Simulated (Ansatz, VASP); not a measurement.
**Two plane-wave programs on Ta**

```
CELL_PARAMETERS angstrom
-1.65100 1.65100 1.65100
1.65100 -1.65100 1.65100
1.65100 1.65100 -1.65100
ATOMIC_POSITIONS crystal
Ta 0.00000 0.00000 0.00000
```

Alike in both runs: task single point; functional PBEsol; k mesh 22 × 22 × 22; occupations gaussian, width 0.05 eV; non-collinear spin, spin-orbit coupling.

|  | VASP | Ansatz |
| --- | --- | --- |
| version | VASP 6.6.1 | Ansatz 0.2.0 |
| potentials or method | VASP PAW PBE potentials, release 64 (Ta_pv), cutoff 520 eV | plane waves, PAW |
| valence electrons in the cell | 11 | 13 |

|  | VASP | Ansatz | Ansatz less VASP |
| --- | --- | --- | --- |
| pressure (GPa) | -3.9 | -3.8 | +0.10 |

VASP's potentials were made for PBE, not for PBEsol. The functional is the same, so the differences come from potentials, cutoffs and numerics. VASP's potentials hold 11 valence electrons a cell and Ansatz's 13, so a difference there can come from the potentials and not from the codes.
